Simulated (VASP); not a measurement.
# Sn2PdSe5 (C2/m) in VASP: single point with PBE

Aim: the single point of Sn2PdSe5 with PBE.

Program: VASP 6.6.1. These are calculated values, not measurements. Logs are shortened: lines on timing, memory, paths and dates and some standing lists are left out, and cuts for length are marked.

### Step 1. The cell of the first run

The structure is monoclinic, space group C2/m (No. 12). Conventional cell: a = 11.390 Å, b = 3.956 Å, c = 18.101 Å, α = 90.00°, β = 101.23°, γ = 90.00°. Within 3.7 Å of Sn (site symmetry m) lie 6 Se at 2.80 to 2.84 Å and 2 Pd at 3.63 Å. Sn (site symmetry m) has 7 Se at 2.90 to 3.28 Å and 1 Pd at 3.09 Å within 3.8 Å. Within 3.3 Å of Pd (site symmetry 2/m) lie 4 Se at 2.49 Å and 2 Sn at 3.09 Å. Within 3.2 Å of Pd (site symmetry 2/m) lie 4 Se at 2.46 to 2.48 Å. Se (site symmetry m) has 2 Pd at 2.49 Å and 3 Sn at 2.98 to 3.28 Å and 3 Se at 3.02 to 3.40 Å within 3.4 Å. Within 3.7 Å of Se (site symmetry m) lie 3 Sn at 2.83 to 2.90 Å and 3 Se at 3.03 to 3.40 Å. Within 4.4 Å of Se (site symmetry m) lie 4 Sn at 2.80 to 4.15 Å and 10 Se at 3.03 to 4.35 Å and 2 Pd at 4.08 Å. Within 3.3 Å of Se (site symmetry m) lie 1 Pd at 2.48 Å and 2 Sn at 2.84 Å and 3 Se at 3.14 to 3.27 Å.

### Step 2. Single point, PBE

File INCAR:

```
SYSTEM = Sn2PdSe5
  PREC = Accurate
  ENCUT = 500
  EDIFF = 1E-6
  ISMEAR = 0
  SIGMA = 0.15
  LREAL = .False.
  LASPH = .True.
  NELM = 120
  ALGO = Normal
  ISIF = 2
  LWAVE = .False.
  LCHARG = .False.
  GGA = PE
  NBANDS = 82
  GGA_COMPAT = .False.
```

File KPOINTS:

```
regular mesh
0
Gamma
  3 3 1
  0 0 0
```

File POSCAR:

```
Sn2PdSe5
1.0
    5.6948430934     -1.9778176933     -0.0463288801
    5.6948430934      1.9778176933     -0.0463288801
   -3.3789931075      0.0000000000     17.7825911999
Sn Pd Se
4 2 10
Direct
    0.5689550112      0.5689550112      0.1709788316
    0.1405475708      0.1405475708      0.3699933875
    0.4310449888      0.4310449888      0.8290211684
    0.8594524292      0.8594524292      0.6300066125
    0.0000000000      0.0000000000      0.5000000000
    0.0000000000      0.0000000000      0.0000000000
    0.6348614703      0.6348614703      0.5136683154
    0.3651385297      0.3651385297      0.4863316846
    0.7630402941      0.7630402941      0.2951483377
    0.4661375194      0.4661375194      0.2995893068
    0.1849456195      0.1849456195      0.0985511848
    0.8150543805      0.8150543805      0.9014488152
    0.9020979867      0.9020979867      0.1097177188
    0.0979020133      0.0979020133      0.8902822812
    0.2369597059      0.2369597059      0.7048516623
    0.5338624806      0.5338624806      0.7004106932
```

Potentials or basis: VASP PAW PBE potentials, release 64 (Sn_d, Pd, Se).

Started as:

```
cat potpaw_PBE.64/Sn_d/POTCAR potpaw_PBE.64/Pd/POTCAR potpaw_PBE.64/Se/POTCAR > POTCAR
mpirun -np 1 vasp_std > vasp.out
```

OUTCAR:

```text
SYSTEM = Sn2PdSe5
   PREC = Accurate
   ENCUT = 500
   EDIFF = 1E-6
   ISMEAR = 0
   LREAL = .False.
   LASPH = .True.
   NELM = 120
   ISIF = 2
   GGA = PE

 ion  position               nearest neighbor table
   1  0.569  0.569  0.171-  10 2.80  13 2.82  13 2.82   9 2.83  11 2.84  11 2.84
   2  0.141  0.141  0.370-   9 2.90   9 2.90  10 2.91  10 2.91   8 2.98   5 3.09
   3  0.431  0.431  0.829-  16 2.80  14 2.82  14 2.82  15 2.83  12 2.84  12 2.84
   4  0.859  0.859  0.630-  15 2.90  15 2.90  16 2.91  16 2.91   7 2.98   5 3.09
   5  0.000  0.000  0.500-   7 2.49   7 2.49   8 2.49   8 2.49   2 3.09   4 3.09
   6  0.000  0.000  0.000-  13 2.46  14 2.46  11 2.48  12 2.48
   7  0.635  0.635  0.514-   5 2.49   5 2.49   4 2.98
   8  0.365  0.365  0.486-   5 2.49   5 2.49   2 2.98
   9  0.763  0.763  0.295-   1 2.83   2 2.90   2 2.90
  10  0.466  0.466  0.300-   1 2.80   2 2.91   2 2.91
  11  0.185  0.185  0.099-   6 2.48   1 2.84   1 2.84
  12  0.815  0.815  0.901-   6 2.48   3 2.84   3 2.84
  13  0.902  0.902  0.110-   6 2.46   1 2.82   1 2.82
  14  0.098  0.098  0.890-   6 2.46   3 2.82   3 2.82
  15  0.237  0.237  0.705-   3 2.83   4 2.90   4 2.90
  16  0.534  0.534  0.700-   3 2.80   4 2.91   4 2.91

  LATTYP: Found a base centered monoclinic cell.
 ALAT       =    11.3900630768
 B/A-ratio  =     0.3472882775
 C/A-ratio  =     1.5891727136
 COS(beta)  =    -0.1946624701

  Lattice vectors:

 A1 = (   5.6948430934,  -1.9778176933,  -0.0463288801)
 A2 = (   5.6948430934,   1.9778176933,  -0.0463288801)
 A3 = (  -3.3789931075,   0.0000000000,  17.7825911999)

Analysis of symmetry for initial positions (statically):
=====================================================================
 Subroutine PRICEL returns:
 Original cell was already a primitive cell.

 Routine SETGRP: Setting up the symmetry group for a
 base centered monoclinic supercell.

 Subroutine GETGRP returns: Found  4 space group operations
 (whereof  4 operations were pure point group operations)
 out of a pool of  4 trial point group operations.

The static configuration has the point symmetry C_2h.

Analysis of symmetry for dynamics (positions and initial velocities):
=====================================================================
 Subroutine PRICEL returns:
 Original cell was already a primitive cell.

 Routine SETGRP: Setting up the symmetry group for a
 base centered monoclinic supercell.

 Subroutine GETGRP returns: Found  4 space group operations
 (whereof  4 operations were pure point group operations)
 out of a pool of  4 trial point group operations.

The dynamic configuration has the point symmetry C_2h.

[... 113 lines left out ...]
   POTIM  = 0.5000    time-step for ionic-motion
   TEBEG  =    0.0;   TEEND  =   0.0 temperature during run
   PSTRESS=    0.0 pullay stress
   NELECT =     136.0000    total number of electrons
   NUPDOWN=      -1.0000    fix difference up-down
   EMIN   =  10.00;   EMAX   =-10.00  energy-range for DOS
   EFERMI =   0.00;   METHOD = LEGACY
   ISMEAR =     0;   SIGMA  =   0.15  broadening in eV -4-tet -1-fermi 0-gaus
   EFERMI_NEDOS =   21; number of points for ismear=-14 and -15
   IALGO  =     38    algorithm
   IMIX   =      4    mixing-type and parameters
     AMIX     =   0.40;   BMIX     =  1.00
     AMIX_MAG =   1.60;   BMIX_MAG =  1.00
  volume/ion in A,a.u.               =      25.00       168.69
  Fermi-wavevector in a.u.,A,eV,Ry     =   1.142652  2.159300 17.764503  1.305654
  Thomas-Fermi vector in A             =   2.279350
   LORBIT       =      0    0 simple, 1 ext, 2 COOP (PROOUT), +10 PAW based schemes
   GGA     = PE    functional components
   LHFCALC =     F    Hartree Fock is set to
   AEXX    =    0.0000 exact exchange contribution
   IVDW    =     0    specifies the selected vdW correction
   LEPSILON=     F    determine dielectric tensor
   LRPA    =     F    only Hartree local field effects (RPA)
 non-spin polarized calculation
 Gauss-broadening in eV      SIGMA  =   0.15
  energy-cutoff  :      500.00
  volume of cell :      399.96
 maximum number of plane-waves:     10164
 NGX is ok and might be reduce to    48
   NGX = 21   NGY = 21   NGZ = 67

 number of electron     135.9999995 magnetization

 Free energy of the ion-electron system (eV)
  ---------------------------------------------------
  ext. energy  EPLUGINS =         0.00000000
  ---------------------------------------------------
  free energy    TOTEN  =       -63.42170453 eV

  energy without entropy =      -63.32080502  energy(sigma->0) =      -63.37125477

 E-fermi :   4.6519     XC(G=0):  -9.7069

 val. band max:        4.6290868380   @ k =   0.3333   0.0000   0.0000
 cond. band min:       4.6610357242   @ k =   0.0000   0.0000   0.0000
 fundamental gap:      0.0319488863
 Fermi energy:         4.6518580739

 k-point     1 :       0.0000    0.0000    0.0000
  band No.  band energies     occupation
      1     -16.8887      2.00000
      2     -16.8886      2.00000
      3     -16.8701      2.00000
      4     -16.8700      2.00000
      5     -16.8672      2.00000
      6     -16.8672      2.00000
[... 321 lines left out ...]
     79       8.1670      0.00000
     80       8.5633      0.00000
 [bands above 80 left out]

------------------------ aborting loop because EDIFF is reached ----------------------------------------

  FORCE on cell =-STRESS in cart. coord.  units (eV):
  Direction    XX          YY          ZZ          XY          YZ          ZX
  --------------------------------------------------------------------------------------
  -------------------------------------------------------------------------------------
  Total        0.5761862      0.4215848      0.3565638      0.0000000      0.0000000     -0.2424937
  in kB        2.3080872      1.6887849      1.4283236      0.0000000      0.0000000     -0.9713814
  external PRESSURE =       1.8083986 kB  Pullay stress =       0.0000000 kB

 VOLUME and BASIS-vectors are now :
 -----------------------------------------------------------------------------
  energy-cutoff  :      500.00
  volume of cell :      399.96
      direct lattice vectors                 reciprocal lattice vectors
     5.694843093 -1.977817693 -0.046328880     0.087934664 -0.252803887  0.016709073
     5.694843093  1.977817693 -0.046328880     0.087934664  0.252803887  0.016709073
    -3.378993107  0.000000000 17.782591200     0.000458191  0.000000000  0.056321838

 POSITION                                       TOTAL-FORCE (eV/Angst)
 -----------------------------------------------------------------------------------
      5.90248      0.00000      2.98773         0.038029      0.000000     -0.035393
      0.35059      0.00000      6.56642        -0.041758      0.000000     -0.021251
      2.10821      0.00000     14.70220        -0.038029      0.000000      0.035393
      7.66011      0.00000     11.12352         0.041758      0.000000      0.021251
     -1.68950      0.00000      8.89130         0.000000      0.000000     -0.000000
      0.00000      0.00000      0.00000         0.000000      0.000000     -0.000000
[... 8 lines left out ...]
      0.31721      0.00000     12.51213        -0.035019      0.000000     -0.006051
      3.71384      0.00000     12.40565         0.074865      0.000000     -0.060874
 -----------------------------------------------------------------------------------
    total drift:                                0.000000      0.000000     -0.000000

  FREE ENERGIE OF THE ION-ELECTRON SYSTEM (eV)
  ---------------------------------------------------
  free  energy   TOTEN  =       -63.4217045286 eV

  energy  without entropy=      -63.3208050212  energy(sigma->0) =      -63.37125477
```

OSZICAR:

```text
N       E                     dE             d eps       ncg     rms          rms(c)
DAV:   1     0.151559962114E+04    0.15156E+04   -0.56036E+04   690   0.181E+03
DAV:   2     0.214477744382E+03   -0.13011E+04   -0.12631E+04   672   0.520E+02
DAV:   3    -0.408101784814E+02   -0.25529E+03   -0.24302E+03   752   0.192E+02
DAV:   4    -0.635937597784E+02   -0.22784E+02   -0.21899E+02   800   0.583E+01
DAV:   5    -0.645840765859E+02   -0.99032E+00   -0.98100E+00   784   0.120E+01    0.139E+01
DAV:   6    -0.637693850726E+02    0.81469E+00   -0.56245E+00   808   0.128E+01    0.920E+00
DAV:   7    -0.635925282443E+02    0.17686E+00   -0.35901E+00   824   0.110E+01    0.501E+00
DAV:   8    -0.635201342805E+02    0.72394E-01   -0.19367E+00   832   0.475E+00    0.167E+00
DAV:   9    -0.634380426696E+02    0.82092E-01   -0.12720E+00   822   0.315E+00    0.931E-01
DAV:  10    -0.634218765644E+02    0.16166E-01   -0.13699E-01   750   0.175E+00    0.402E-01
DAV:  11    -0.634214967276E+02    0.37984E-03   -0.17624E-02   776   0.580E-01    0.247E-01
DAV:  12    -0.634216100452E+02   -0.11332E-03   -0.43242E-03   814   0.271E-01    0.122E-01
DAV:  13    -0.634216814140E+02   -0.71369E-04   -0.96651E-04   736   0.150E-01    0.372E-02
DAV:  14    -0.634216953074E+02   -0.13893E-04   -0.10706E-04   782   0.347E-02    0.211E-02
DAV:  15    -0.634217035321E+02   -0.82248E-05   -0.20840E-05   816   0.210E-02    0.876E-03
DAV:  16    -0.634217045286E+02   -0.99648E-06   -0.49264E-06   664   0.100E-02
   1 F= -.63421705E+02 E0= -.63371255E+02  d E =-.100900E+00
```

stdout:

```text
POSCAR found type information on POSCAR SnPdSe
 POSCAR found :  3 types and      16 ions
 scaLAPACK will be used
 LDA part: xc-table for (Slater+PW92), standard interpolation
 POSCAR, INCAR and KPOINTS ok, starting setup
 FFT: planning ... GRIDC
 FFT: planning ... GRID_SOFT
 FFT: planning ... GRID
 WAVECAR not read
 entering main loop
```

Wall time 3.6 min (1 thread of AMD EPYC 9R45 (Zen 5), shared host); peak memory 0.67 GiB.

Results:

| Quantity | Value |
| --- | --- |
| Free energy | -63.4217 eV |
| Pressure | 0.2 GPa |
| Largest force | 0.096 eV/Å |
| Band gap on the k mesh | zero (bands 68 and 69 overlap by 0.44 eV) |

Forces in eV/Å, atoms in the order of the input:
```
Sn   0.038  0.000 -0.035
Sn  -0.042  0.000 -0.021
Sn  -0.038  0.000  0.035
Sn   0.042  0.000  0.021
Pd   0.000  0.000  0.000
Pd   0.000  0.000  0.000
Se   0.067  0.000  0.009
Se  -0.067  0.000 -0.009
Se   0.035  0.000  0.006
Se  -0.075  0.000  0.061
Se  -0.043  0.000  0.012
Se   0.043  0.000 -0.012
Se   0.015  0.000 -0.038
Se  -0.015  0.000  0.038
Se  -0.035  0.000 -0.006
Se   0.075  0.000 -0.061
```

Levels at points of the mesh, in eV from the Fermi level:
```tsv
k point	band 63	band 64	band 65	band 66	band 67	band 68	band 69	band 70	band 71	band 72
(0.00, 0.00, 0.00)	-0.89	-0.77	-0.56	-0.16	-0.12	0.01	0.05	0.48	0.56	0.64
```

Caveat: the k points lie up to 0.56 Å⁻¹ apart; spin-orbit coupling is left out, which moves the levels of the heavy elements.
